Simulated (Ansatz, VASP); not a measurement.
## Two plane-wave programs on La3O

```
CELL_PARAMETERS angstrom
-2.89784 2.89784 2.89784
2.89784 -2.89784 2.89784
2.89784 2.89784 -2.89784
ATOMIC_POSITIONS crystal
La 0.00000 0.50000 0.50000
La 0.50000 0.00000 0.50000
La 0.50000 0.50000 0.00000
O 0.00000 0.00000 0.00000
```

Alike in both runs: task relaxation of cell and atoms; functional PBE; k mesh 12 × 12 × 12; occupations gaussian, width 0.1 eV; no spin polarisation.

|  | VASP | Ansatz |
| --- | --- | --- |
| version | VASP 6.6.1 | Ansatz 0.2.0 |
| potentials or method | VASP PAW PBE potentials, release 64 (La, O), cutoff 600 eV | scalar-relativistic, plane waves, PAW |
| valence electrons in the cell | 39 | 39 |

|  | VASP | Ansatz | Ansatz less VASP |
| --- | --- | --- | --- |
| gap on the k mesh at the Fermi level, each at its own relaxed structure (eV) | none | none | - |
| relaxed volume (Å³/atom) | 25.01 | 25.02 | +0.012 |
| relaxed cell length with the largest relative difference (Å) | 5.065 | 5.066 | +0.0008 |

A gap of «none» marks a metal or a gap that the smearing closes.

Neither program's run includes spin-orbit coupling.
